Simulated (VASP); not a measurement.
# O (R-3m) in VASP: further runs

Runs on O. Level: r2SCAN. Tasks: single point.

Everything below comes from runs of VASP 6.6.1. Logs are shortened: lines on timing, memory, paths and dates and some standing lists are left out, and cuts for length are marked.

## 1. The cell of the first run

Symmetry: R-3m, No. 166, trigonal system. Conventional cell: a = 2.847 Å, b = 2.847 Å, c = 10.225 Å, α = 90.00°, β = 90.00°, γ = 120.00°. O (site symmetry 3m) has 1 O at 1.18 Å within 1.6 Å.

## 2. Single point, r2SCAN

The input, POSCAR:

```
O
1.0
    1.4233500000      0.8217715100      3.4083000000
   -1.4233500000      0.8217715100      3.4083000000
    0.0000000000     -1.6435430100      3.4083000000
O
2
Direct
    0.0577000000      0.0577000000      0.0577000000
    0.9423000000      0.9423000000      0.9423000000
```

The input, INCAR.step1:

```
PREC = Accurate
ENCUT = 520
ISMEAR = -1
SIGMA = 0.1
LREAL = False
LASPH = True
NELM = 60
NBANDS = 13
GGA = PE
ALGO = Normal
EDIFF = 1E-4
LWAVE = True
LCHARG = False
```

The input, INCAR.step2:

```
PREC = Accurate
ENCUT = 520
EDIFF = 1E-6
ISMEAR = -1
SIGMA = 0.1
LREAL = False
LASPH = True
NELM = 60
ALGO = Normal
ISIF = 2
LWAVE = False
LCHARG = True
METAGGA = R2SCAN
LMIXTAU = True
LELF = True
LVHAR = True
NBANDS = 13
ISTART = 1
```

The input, KPOINTS:

```
regular mesh
0
Gamma
  6 6 6
```

Potentials or basis: VASP PAW PBE potentials, release 64 (O).

Run with:

```
cat potpaw_PBE.64/O/POTCAR > POTCAR
cp INCAR.step1 INCAR
mpirun -np 1 vasp_std > vasp.out
cp INCAR.step2 INCAR
mpirun -np 1 vasp_std > vasp.out
```

OUTCAR:

```text
PREC = Accurate
   ENCUT = 520
   EDIFF = 1E-6
   ISMEAR = -1
   LREAL = False
   LASPH = True
   NELM = 60
   ISIF = 2
   METAGGA = R2SCAN
   ISTART = 1

 ion  position               nearest neighbor table
   1  0.058  0.058  0.058-   2 1.18
   2  0.942  0.942  0.942-   1 1.18

  LATTYP: Found a trigonal (rhomboedric) cell.
 ALAT       =     3.7838792961
 COS(alpha) =     0.7170049366

  Lattice vectors:

 A1 = (   1.4233500000,   0.8217715100,   3.4083000000)
 A2 = (  -1.4233500000,   0.8217715100,   3.4083000000)
 A3 = (   0.0000000000,  -1.6435430100,   3.4083000000)

Analysis of symmetry for initial positions (statically):
=====================================================================
 Subroutine PRICEL returns:
 Original cell was already a primitive cell.

 Routine SETGRP: Setting up the symmetry group for a
 trigonal (rhombohedral) supercell.

 Subroutine GETGRP returns: Found 12 space group operations
 (whereof 12 operations were pure point group operations)
 out of a pool of 12 trial point group operations.

The static configuration has the point symmetry D_3d.

Analysis of symmetry for dynamics (positions and initial velocities):
=====================================================================
 Subroutine PRICEL returns:
 Original cell was already a primitive cell.

 Routine SETGRP: Setting up the symmetry group for a
 trigonal (rhombohedral) supercell.

 Subroutine GETGRP returns: Found 12 space group operations
 (whereof 12 operations were pure point group operations)
 out of a pool of 12 trial point group operations.

The dynamic configuration has the point symmetry D_3d.

 Subroutine INISYM returns: Found 12 space group operations
 (whereof 12 operations are pure point group operations),
 and found     1 'primitive' translations

----------------------------------------------------------------------------------------

                                     Primitive cell

  volume of cell :      23.9195

  direct lattice vectors                    reciprocal lattice vectors
     1.423350000  0.821771510  3.408300000     0.351283943  0.202813879  0.097800467
    -1.423350000  0.821771510  3.408300000    -0.351283943  0.202813879  0.097800467
     0.000000000 -1.643543010  3.408300000     0.000000000 -0.405627757  0.097800468

  length of vectors
     3.783879296  3.783879296  3.783879295     0.417251494  0.417251494  0.417251494

  position of ions in fractional coordinates (direct lattice)
     0.057700000  0.057700000  0.057700000
     0.942300000  0.942300000  0.942300000

  ion indices of the primitive-cell ions
   primitive index   ion index
                 1           1
                 2           2

----------------------------------------------------------------------------------------

 KPOINTS: regular mesh

Automatic generation of k-mesh.
 Grid dimensions read from file:
 generate k-points for:    6    6    6

 Generating k-lattice:

  Cartesian coordinates                     Fractional coordinates (reciprocal lattice)
     0.058547324  0.033802313  0.016300078     0.166666667  0.000000000 -0.000000000
    -0.058547324  0.033802313  0.016300078     0.000000000  0.166666667 -0.000000000
     0.000000000 -0.067604626  0.016300078    -0.000000000 -0.000000000  0.166666667

  Length of vectors
     0.069541916  0.069541916  0.069541916

  Shift w.r.t. Gamma in fractional coordinates (k-lattice)
     0.000000000  0.000000000  0.000000000

 Subroutine IBZKPT returns following result:
 ===========================================

 Found     32 irreducible k-points:

 Following reciprocal coordinates:
            Coordinates               Weight
  0.000000  0.000000  0.000000      1.000000
  0.166667  0.000000 -0.000000      6.000000
  0.333333 -0.000000 -0.000000      6.000000
  0.500000 -0.000000 -0.000000      3.000000
  0.166667  0.166667 -0.000000      6.000000
  0.333333  0.166667 -0.000000     12.000000
[... 16 lines left out ...]
  0.500000  0.500000  0.166667      6.000000
 -0.333333  0.500000  0.166667     12.000000
 [... further k-points ...]
   k-points           NKPTS =     32   k-points in BZ     NKDIM =     32   number of bands    NBANDS=     13
   number of dos      NEDOS =    301   number of ions     NIONS =      2
   total plane-waves  NPLWV =  21952
   dimension x,y,z NGX =    28 NGY =   28 NGZ =   28
   dimension x,y,z NGXF=    56 NGYF=   56 NGZF=   56
   ions per type =               2
   NGX,Y,Z   is equivalent  to a cutoff of  12.30, 12.30, 12.30 a.u.
   NGXF,Y,Z  is equivalent  to a cutoff of  24.60, 24.60, 24.60 a.u.
 SYSTEM =  unknown system
   PREC   = accura    normal or accurate (medium, high low for compatibility)
   ISTART =      1    job   : 0-new  1-cont  2-samecut
   ICHARG =      0    charge: 1-file 2-atom 10-const
   ISPIN  =      1    spin polarized calculation?
   LNONCOLLINEAR =      F non collinear calculations
   LSORBIT =      F    spin-orbit coupling
   LASPH  =      T    aspherical Exc in radial PAW
   ENCUT  =  520.0 eV  38.22 Ry    6.18 a.u.   7.04  7.04  7.04*2*pi/ulx,y,z
   NELM   =     60;   NELMIN=  2; NELMDL=  0     # of ELM steps
   EDIFF  = 0.1E-05   stopping-criterion for ELM
   LREAL  =      F    real-space projection
   EDIFFG = 0.1E-04   stopping-criterion for IOM
   NSW    =      0    number of steps for IOM
   IBRION =     -1    ionic relax: 0-MD 1-quasi-New 2-CG
   NFREE  =      0    steps in history (QN), initial steepest desc. (CG)
   ISIF   =      2    stress and relaxation
   ISYM   =      2    0-nonsym 1-usesym 2-fastsym
   POTIM  = 0.5000    time-step for ionic-motion
   TEBEG  =    0.0;   TEEND  =   0.0 temperature during run
   PSTRESS=    0.0 pullay stress
   NELECT =      12.0000    total number of electrons
   NUPDOWN=      -1.0000    fix difference up-down
   EMIN   =  10.00;   EMAX   =-10.00  energy-range for DOS
   EFERMI =   0.00;   METHOD = LEGACY
   ISMEAR =    -1;   SIGMA  =   0.10  broadening in eV -4-tet -1-fermi 0-gaus
   EFERMI_NEDOS =   21; number of points for ismear=-14 and -15
   IALGO  =     38    algorithm
   IMIX   =      4    mixing-type and parameters
     AMIX     =   0.40;   BMIX     =  1.00
     AMIX_MAG =   1.60;   BMIX_MAG =  1.00
  volume/ion in A,a.u.               =      11.96        80.71
  Fermi-wavevector in a.u.,A,eV,Ry     =   1.300822  2.458198 23.022943  1.692139
  Thomas-Fermi vector in A             =   2.431996
   LORBIT       =      0    0 simple, 1 ext, 2 COOP (PROOUT), +10 PAW based schemes
   METAGGA = R2SCAN    functional components
   LHFCALC =     F    Hartree Fock is set to
   AEXX    =    0.0000 exact exchange contribution
   IVDW    =     0    specifies the selected vdW correction
   LEPSILON=     F    determine dielectric tensor
   LRPA    =     F    only Hartree local field effects (RPA)
 non-spin polarized calculation
  energy-cutoff  :      520.00
  volume of cell :       23.92
 maximum number of plane-waves:       654
   NGX = 15   NGY = 15   NGZ = 15

 number of electron      11.9999999 magnetization

 Free energy of the ion-electron system (eV)
  ---------------------------------------------------
  ext. energy  EPLUGINS =         0.00000000
  ---------------------------------------------------
  free energy    TOTEN  =       -10.99554544 eV

  energy without entropy =      -10.93794733  energy(sigma->0) =      -10.96674639

 E-fermi :   0.0795     XC(G=0):  -9.7473

 val. band max:       -0.0083051817   @ k =   0.5000   0.1667  -0.0000
 cond. band min:       0.1670873107   @ k =   0.5000  -0.0000  -0.0000
 fundamental gap:      0.1753924924
 Fermi energy:         0.0794772933

 k-point     1 :       0.0000    0.0000    0.0000
  band No.  band energies     occupation
      1     -29.4674      2.00000
      2     -14.7558      2.00000
      3      -9.3865      2.00000
      4      -6.8016      2.00000
      5      -6.8016      2.00000
      6       0.6763      0.00510
      7       0.6763      0.00510
      8       8.9723      0.00000
      9      12.5766      0.00000
     10      15.9783      0.00000
     11      19.7902      0.00000
     12      22.4123      0.00000
     13      22.4123      0.00000

 k-point     2 :       0.1667    0.0000   -0.0000
  band No.  band energies     occupation
      1     -29.3810      2.00000
      2     -14.7208      2.00000
      3      -9.2438      2.00000
      4      -7.2406      2.00000
      5      -6.9018      2.00000
      6       0.3025      0.19418
      7       0.5454      0.01877
      8       9.8251      0.00000
      9      12.5520      0.00000
     10      16.0519      0.00000
     11      18.9859      0.00000
     12      20.9519      0.00000
     13      23.5100      0.00000

 k-point     3 :       0.3333   -0.0000   -0.0000
  band No.  band energies     occupation
      1     -29.2035      2.00000
      2     -14.6399      2.00000
      3      -9.0648      2.00000
      4      -7.9455      2.00000
      5      -7.0960      2.00000
      6      -0.3643      1.97662
      7       0.2908      0.21559
      8      11.1831      0.00000
      9      12.6911      0.00000
     10      15.6655      0.00000
     11      17.3091      0.00000
     12      20.6425      0.00000
     13      22.3466      0.00000

 k-point     4 :       0.5000   -0.0000   -0.0000
  band No.  band energies     occupation
      1     -29.1121      2.00000
      2     -14.5936      2.00000
      3      -9.1105      2.00000
      4      -8.1406      2.00000
      5      -7.1901      2.00000
      6      -0.6593      1.99876
      7       0.1671      0.58797
      8      11.4054      0.00000
      9      13.4930      0.00000
     10      14.2041      0.00000
     11      18.5479      0.00000
     12      19.3313      0.00000
     13      22.6280      0.00000

 k-point     5 :       0.1667    0.1667   -0.0000
  band No.  band energies     occupation
      1     -29.3742      2.00000
      2     -14.8373      2.00000
      3      -9.0723      2.00000
      4      -7.1882      2.00000
      5      -6.9568      2.00000
      6       0.1884      0.50357
      7       0.6855      0.00466
      8       9.7157      0.00000
      9      12.5487      0.00000
     10      15.5161      0.00000
     11      19.1150      0.00000
     12      21.7624      0.00000
     13      22.9947      0.00000
[... 257 lines left out ...]
 k-point    22 :      -0.1667    0.3333    0.1667
  band No.  band energies     occupation
      1     -29.1072      2.00000
      2     -14.6722      2.00000
      3      -9.0124      2.00000
      4      -7.6808      2.00000
      5      -7.6200      2.00000
      6      -0.8639      1.99984
      7       0.2044      0.44572
      8      11.5361      0.00000
      9      13.0767      0.00000
     10      15.5386      0.00000
     11      17.8010      0.00000
     12      19.3995      0.00000
     13      22.3406      0.00000

 k-point    23 :       0.5000    0.5000    0.1667
  band No.  band energies     occupation
      1     -29.1629      2.00000
      2     -15.2229      2.00000
      3      -8.4940      2.00000
      4      -7.4088      2.00000
      5      -7.2810      2.00000
      6      -0.7668      1.99958
      7       0.7749      0.00191
      8      10.2794      0.00000
      9      12.4149      0.00000
     10      15.2007      0.00000
     11      16.6215      0.00000
     12      21.0713      0.00000
     13      23.6682      0.00000

 k-point    24 :      -0.3333    0.5000    0.1667
  band No.  band energies     occupation
      1     -29.0866      2.00000
      2     -14.9686      2.00000
      3      -8.6905      2.00000
      4      -7.7077      2.00000
      5      -7.4658      2.00000
      6      -0.9943      1.99996
      7       0.4009      0.07724
      8      10.9393      0.00000
      9      13.3481      0.00000
     10      15.0083      0.00000
     11      17.0371      0.00000
     12      20.2097      0.00000
     13      22.7893      0.00000

 [... further k-points ...]

------------------------ aborting loop because EDIFF is reached ----------------------------------------

  FORCE on cell =-STRESS in cart. coord.  units (eV):
  Direction    XX          YY          ZZ          XY          YZ          ZX
  --------------------------------------------------------------------------------------
  -------------------------------------------------------------------------------------
  Total       -1.3717827     -1.3717827      5.0902738      0.0000000      0.0000000      0.0000000
  in kB      -91.8848829    -91.8848832    340.9572112      0.0000000      0.0000003      0.0000000
  external PRESSURE =      52.3958150 kB  Pullay stress =       0.0000000 kB

 VOLUME and BASIS-vectors are now :
 -----------------------------------------------------------------------------
  energy-cutoff  :      520.00
  volume of cell :       23.92
      direct lattice vectors                 reciprocal lattice vectors
     1.423350000  0.821771510  3.408300000     0.351283943  0.202813879  0.097800467
    -1.423350000  0.821771510  3.408300000    -0.351283943  0.202813879  0.097800467
     0.000000000 -1.643543010  3.408300000     0.000000000 -0.405627757  0.097800468

 POSITION                                       TOTAL-FORCE (eV/Angst)
 -----------------------------------------------------------------------------------
      0.00000      0.00000      0.58998         0.000000      0.000000      3.805919
      0.00000      0.00000      9.63492         0.000000     -0.000000     -3.805919
 -----------------------------------------------------------------------------------
    total drift:                                0.000000     -0.000000      0.000000

  FREE ENERGIE OF THE ION-ELECTRON SYSTEM (eV)
  ---------------------------------------------------
  free  energy   TOTEN  =       -10.9955454440 eV

  energy  without entropy=      -10.9379473332  energy(sigma->0) =      -10.96674639
```

Run time: 2 min. Hardware: 1 thread of AMD EPYC 7R13, shared host; peak memory 0.12 GiB.

What came out:

| Quantity | Value |
| --- | --- |
| Free energy | -10.9955 eV |
| Pressure | 5.2 GPa |
| Largest force | 3.806 eV/Å |
| Band gap on the k mesh | zero (band 6 reaches 0.93 eV, above the bottom of band 7 at -0.22 eV) |

Forces on the atoms (eV/Å):
```
O    0.000  0.000  3.806
O    0.000  0.000 -3.806
```

Stress tensor (GPa, compression positive):
```
-9.19  0.00  0.00
 0.00 -9.19  0.00
 0.00  0.00 34.10
```

Levels at points of the mesh, in eV from the Fermi level:
| k point | band 2 | band 3 | band 4 | band 5 | band 6 | band 7 | band 8 | band 9 | band 10 | band 11 |
| --- | --- | --- | --- | --- | --- | --- | --- | --- | --- | --- |
| (0.00, 0.00, 0.00) | -14.84 | -9.47 | -6.88 | -6.88 | 0.60 | 0.60 | 8.89 | 12.50 | 15.90 | 19.71 |
| (0.50, 0.00, 0.00) | -14.67 | -9.19 | -8.22 | -7.27 | -0.74 | 0.09 | 11.33 | 13.41 | 14.12 | 18.47 |
| (0.50, 0.50, 0.00) | -15.03 | -8.99 | -7.60 | -7.48 | -1.36 | 0.64 | 10.82 | 12.44 | 16.22 | 16.28 |
| (0.50, 0.50, 0.50) | -16.01 | -7.40 | -6.98 | -6.98 | 0.85 | 0.85 | 8.62 | 9.21 | 14.64 | 21.45 |

Caveat: the k points lie up to 0.44 Å⁻¹ apart; the standard files for N, O and F lose accuracy on very short bonds; spin is off for a triplet molecule; the PAW data sets were made with another functional, which shifts forces and pressure a little.

## 3. Single point, r2SCAN

POSCAR is that of step 2.

The input, INCAR.step1:

```
SYSTEM = O
PREC     = Accurate       ! precision mode
ENCUT    = 520            ! plane-wave cutoff, eV
ISMEAR   = -1             ! smearing method
SIGMA    = 0.1            ! smearing width, eV
LREAL    = .False.        ! projectors in reciprocal space
LASPH    = .True.         ! aspherical terms in the spheres
NELM     = 60             ! most SCF steps
NBANDS   = 13             ! bands
GGA      = PE             ! functional
ALGO     = Normal         ! electronic algorithm
EDIFF    = 1E-4           ! SCF threshold, eV
LWAVE    = .True.         ! write WAVECAR
LCHARG   = .False.        ! write CHGCAR
```

The input, INCAR.step2:

```
SYSTEM = O
PREC     = Accurate       ! precision mode
ENCUT    = 520            ! plane-wave cutoff, eV
EDIFF    = 1E-6           ! SCF threshold, eV
ISMEAR   = -1             ! smearing method
SIGMA    = 0.1            ! smearing width, eV
LREAL    = .False.        ! projectors in reciprocal space
LASPH    = .True.         ! aspherical terms in the spheres
NELM     = 60             ! most SCF steps
ALGO     = Normal         ! electronic algorithm
ISIF     = 2              ! what is computed and relaxed
LWAVE    = .False.        ! write WAVECAR
LCHARG   = .False.        ! write CHGCAR
METAGGA  = R2SCAN         ! meta-GGA
LMIXTAU  = .True.       
NBANDS   = 13             ! bands
ISTART   = 1
```

The input, KPOINTS:

```
regular mesh
0
Gamma
  8 8 8
  0 0 0
```

Potentials or basis: VASP PAW PBE potentials, release 64 (O).

Run with:

```
cat potpaw_PBE.64/O/POTCAR > POTCAR
cp INCAR.step1 INCAR
mpirun -np 1 vasp_std > vasp.out
cp INCAR.step2 INCAR
mpirun -np 1 vasp_std > vasp.out
```

It took 3.8 min on 1 thread of AMD EPYC 7R13, shared host; peak memory 0.13 GiB.

It converged, with:

* Free energy: -10.9895 eV
* Pressure: 5.4 GPa
* Largest force: 3.803 eV/Å
* Band gap on the k mesh: zero (band 6 reaches 0.94 eV, above the bottom of band 7 at -0.37 eV)

Forces on the atoms (eV/Å):
```
O    0.000  0.000  3.803
O    0.000  0.000 -3.803
```

Stress tensor (GPa, compression positive):
```
-8.98  0.00  0.00
 0.00 -8.98  0.00
 0.00  0.00 34.26
```

Levels at points of the mesh, in eV from the Fermi level:
| k point | band 2 | band 3 | band 4 | band 5 | band 6 | band 7 | band 8 | band 9 | band 10 | band 11 |
| --- | --- | --- | --- | --- | --- | --- | --- | --- | --- | --- |
| (0.00, 0.00, 0.00) | -14.82 | -9.45 | -6.87 | -6.87 | 0.61 | 0.61 | 8.90 | 12.51 | 15.91 | 19.72 |
| (0.50, 0.00, 0.00) | -14.66 | -9.18 | -8.21 | -7.26 | -0.73 | 0.10 | 11.34 | 13.42 | 14.14 | 18.48 |
| (0.50, 0.50, 0.00) | -15.02 | -8.97 | -7.59 | -7.47 | -1.35 | 0.66 | 10.83 | 12.45 | 16.23 | 16.29 |
| (0.50, 0.50, 0.50) | -16.00 | -7.39 | -6.97 | -6.97 | 0.86 | 0.86 | 8.63 | 9.22 | 14.65 | 21.46 |

Caveat: the standard files for N, O and F lose accuracy on very short bonds; spin is off for a triplet molecule; the PAW data sets were made with another functional, which shifts forces and pressure a little.
